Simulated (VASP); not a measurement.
The system is Bi2F3.

```
CELL_PARAMETERS angstrom
3.11233 1.79690 5.66491
-3.11233 1.79690 5.66491
0.00000 -3.59381 5.66491
ATOMIC_POSITIONS crystal
Bi 0.85218 0.85218 0.85218
Bi 0.64782 0.64782 0.64782
Bi 0.14782 0.14782 0.14782
Bi 0.35218 0.35218 0.35218
F 0.05625 0.44375 0.75000
F 0.75000 0.05625 0.44375
F 0.44375 0.75000 0.05625
F 0.94375 0.55625 0.25000
F 0.25000 0.94375 0.55625
F 0.55625 0.25000 0.94375
```

| Quantity | Value |
| --- | --- |
| Program | VASP 6.6.1 |
| Task | relaxation of cell and atoms |
| Functional | PBE |
| Potentials or basis | VASP PAW PBE potentials, release 64 (Bi_d, F) |
| Cutoff | 600 eV |
| k mesh | 3 × 3 × 3 |
| Occupations | gaussian, width 0.1 eV |
| Spin | no spin polarisation |

At the start: pressure 9.6 GPa; volume 19.01 Å³/atom.

Q: How do energy, volume and symmetry change on relaxing?

A: Over 69 steps the energy falls by 297.9 meV/atom and the volume is 19.92 Å³/atom (+4.8 %); space group R-3c (No. 167, to 0.1 Å) before and after.

Step by step:
```tsv
step	energy change (eV)	largest force (eV/Å)	pressure (GPa)	volume (Å³)
1	0.0000	0.1710	9.56	190.09
3	-0.6870	0.3136	-0.09	215.38
5	-0.7195	0.2997	-0.22	216.03
7	-1.0359	0.3995	-0.19	216.94
9	-1.1005	0.3929	-0.14	217.08
11	-1.1490	0.3606	0.08	217.24
13	-1.1755	0.6063	0.13	217.67
15	-1.2429	0.7356	-0.21	218.52
17	-1.5281	0.2506	-2.15	221.57
19	-1.7243	0.1496	-1.68	220.23
21	-1.7292	0.5524	6.07	195.74
23	-1.9737	0.3976	1.73	205.99
25	-2.1418	0.7676	1.99	200.97
27	-2.2453	0.4008	-0.22	204.51
29	-2.3160	0.2960	0.37	204.04
31	-2.3975	0.4472	3.23	203.18
33	-2.4095	0.4867	2.70	203.39
35	-2.5234	0.3974	1.93	207.42
37	-2.6842	0.2370	0.22	225.70
39	-2.7087	0.2061	-0.18	224.15
41	-2.7486	0.1675	-0.58	221.10
43	-2.7296	0.7624	2.52	203.11
45	-2.7877	0.4142	0.71	211.53
47	-2.8324	0.2000	1.09	202.03
49	-2.8488	0.1731	0.38	204.89
51	-2.8645	0.1447	-0.36	206.99
53	-2.8854	0.2113	0.62	205.46
55	-2.8951	0.1855	0.30	206.00
57	-2.9367	0.1097	-0.18	207.15
59	-2.9464	0.1125	-0.51	208.00
61	-2.9575	0.1973	0.40	204.09
63	-2.9709	0.0367	-0.04	202.61
65	-2.9732	0.0430	-0.13	202.06
67	-2.9764	0.0987	-0.07	200.65
69	-2.9793	0.0350	-0.06	199.17
```

Final structure:
```yaml
crystal:
  lattice:
    - [3.56557, 2.05859, 4.52253]
    - [-3.56557, 2.05859, 4.52253]
    - [0.00000, -4.11717, 4.52253]
  atoms:
    - { symbol: Bi, position: [0.88810, 0.88810, 0.88810] }
    - { symbol: Bi, position: [0.61190, 0.61190, 0.61190] }
    - { symbol: Bi, position: [0.11190, 0.11190, 0.11190] }
    - { symbol: Bi, position: [0.38810, 0.38810, 0.38810] }
    - { symbol: F, position: [0.07982, 0.42018, 0.75000] }
    - { symbol: F, position: [0.75000, 0.07982, 0.42018] }
    - { symbol: F, position: [0.42018, 0.75000, 0.07982] }
    - { symbol: F, position: [0.92018, 0.57982, 0.25000] }
    - { symbol: F, position: [0.25000, 0.92018, 0.57982] }
    - { symbol: F, position: [0.57982, 0.25000, 0.92018] }
```

Caveat: the k points lie up to 0.37 Å⁻¹ apart in the final cell, too coarse for converged energies and pressures of a metal.
